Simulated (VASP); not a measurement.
A run of VASP 6.6.1 is set up as follows.

INCAR

```
PREC = Accurate
ENCUT = 520
EDIFF = 1E-6
ISMEAR = -1
SIGMA = 0.02
LREAL = False
LASPH = True
NELM = 60
ALGO = Normal
ISIF = 2
LWAVE = False
LCHARG = False
GGA = PE
NBANDS = 17
```

File KPOINTS:

```
regular mesh
0
Gamma
  8 8 8
```

File POSCAR:

```
PbSe
1.0
    3.7681577394      0.0000000000      0.0000000000
    0.0000000000      3.7681577394      0.0000000000
    0.0000000000      0.0000000000      3.7681577394
Pb Se
1 1
Direct
    0.0000000000      0.0000000000      0.0000000000
    0.5000000000      0.5000000000      0.5000000000
```

Potentials or basis: VASP PAW PBE potentials, release 64 (Pb_d, Se).

Launch:

```sh
$ cat potpaw_PBE.64/Pb_d/POTCAR potpaw_PBE.64/Se/POTCAR > POTCAR
$ mpirun -np 1 vasp_std > vasp.out
```

(1) Estimate the pressure.

(2) Estimate the band gap on the k mesh.

## Answers

(1) 0.4 GPa.

(2) zero (band 10 reaches 5.52 eV, above the bottom of band 11 at 4.85 eV).

Caveat: spin-orbit coupling is left out, which moves the levels of the heavy elements.
